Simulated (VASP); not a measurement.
Here is a VASP 6.6.1 calculation.

Contents of INCAR:

```
  PREC = Accurate
  ENCUT = 600
  EDIFF = 1E-6
  ISMEAR = 0
  SIGMA = 0.01
  LREAL = F
  LASPH = T
  NELM = 200
  ALGO = Normal
  ISIF = 2
  LWAVE = F
  LCHARG = F
  MAGMOM = 0 0 0 0 0 0
  LORBIT = 11
  LSORBIT = T
  GGA_COMPAT = F
  LORBMOM = T
  GGA = PS
  NBANDS = 20
```

KPOINTS

```
Automatic mesh
0
Gamma
  10 10 10
```

File POSCAR:

```
C
1.0
    0.0000000000      1.7835000000      1.7835000000
    1.7835000000      0.0000000000      1.7835000000
    1.7835000000      1.7835000000      0.0000000000
C
2
Direct
    0.0000000000      0.0000000000      0.0000000000
    0.2500000000      0.2500000000      0.2500000000
```

Potentials or basis: VASP PAW PBE potentials, release 64 (C).

The run is started by

```sh
$ cat potpaw_PBE.64/C/POTCAR > POTCAR
$ mpirun -np 1 vasp_ncl > vasp.out
```

(1) What does it give for the net moment?

(2) Estimate the pressure.

## Answers

(1) 0.00 μB per cell.

(2) -4.5 GPa.

Caveat: the PAW data sets were made with another functional, which shifts forces and pressure a little.
